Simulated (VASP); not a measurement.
Runs of VASP 6.6.1 on SnSe. The structure is that of space group I4/mmm (No. 139), or close to it. The cells are those of the table. 

| cell | gap on the mesh (eV) | pressure (GPa) |
| --- | --- | --- |
| a = 4.049, b = 4.049, c = 5.028 Å, 4 atoms | none | (a) |
| a = 4.361, b = 4.361, c = 6.720 Å, 4 atoms | 0.17 | (b) |
| a = 3.946, b = 3.946, c = 6.297 Å, 4 atoms | none | 4.4 |
| a = 3.946, b = 3.946, c = 5.028 Å, 4 atoms | none | 29.7 |
| a = 4.257, b = 4.257, c = 5.345 Å, 4 atoms | none | 5.6 |
| a = 4.153, b = 4.153, c = 5.028 Å, 4 atoms | none | 17.8 |
| a = 4.361, b = 4.361, c = 5.028 Å, 4 atoms | none | 10.5 |
| a = 4.257, b = 4.257, c = 5.028 Å, 4 atoms | none | 13.7 |
| a = 4.257, b = 4.257, c = 6.720 Å, 4 atoms | 0.20 | (c) |
| a = 3.946, b = 3.946, c = 6.138 Å, 4 atoms | none | 5.5 |

Alike in all rows: task single point; level PBEsol+D3(BJ); potentials or basis VASP PAW PBE potentials, release 64 (Sn_d, Se); no spin polarisation; k mesh 8 × 8 × 6; cutoff (eV) 520; smearing gaussian 0.03 eV.

Estimate the missing entries.

(a) 23.0; (b) -7.3; (c) -4.1.

Caveats: the PAW data sets were made with another functional, which shifts forces and pressure a little; spin-orbit coupling is left out, which moves the levels of the heavy elements; semilocal functionals underestimate gaps, and a narrow one can read as zero (at least some runs); the stress differs along the axes, from 9 to 51 GPa (at least some runs); the cell stands under tension (at least some runs); the stress differs along the axes, from -7 to 10 GPa (at least some runs); the stress differs along the axes, from 16 to 57 GPa (at least some runs).

A k mesh can miss the band edges, and the runs leave out spin-orbit coupling on Se, Sn.

A gap of «none» marks levels without a gap at the run's occupations.
